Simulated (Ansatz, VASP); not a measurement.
## Be in VASP and in Ansatz

```
Be
1.0
     2.26460    0.00000    0.00000
    -1.13230    1.96120    0.00000
     0.00000    0.00000    3.56126
Be
2
Direct
  0.33333 0.66667 0.25000
  0.66667 0.33333 0.75000
```

Alike in both runs: task single point; functional r2SCAN; k mesh 8 × 8 × 4; occupations fermi-dirac, width 0.1 eV; no spin polarisation.

```csv
,VASP,Ansatz
version,VASP 6.6.1,Ansatz 0.2.0
potentials or method,"VASP PAW PBE potentials, release 64 (Be), cutoff 520 eV","plane waves (500 eV) with PAW, scalar-relativistic"
valence electrons in the cell,4,4
```

|  | VASP | Ansatz | Ansatz less VASP |
| --- | --- | --- | --- |
| pressure (GPa) | 0.3 | 0.1 | -0.19 |
| traceless stress, the component that is largest in VASP (GPa) | 3.08 | 3.02 | -0.060 |

VASP's potentials were made for PBE, not for r2SCAN. With one functional, cell and mesh, what is left measures potentials, basis and numerics.

The k mesh is coarse, so the values compare programs but aren't converged.
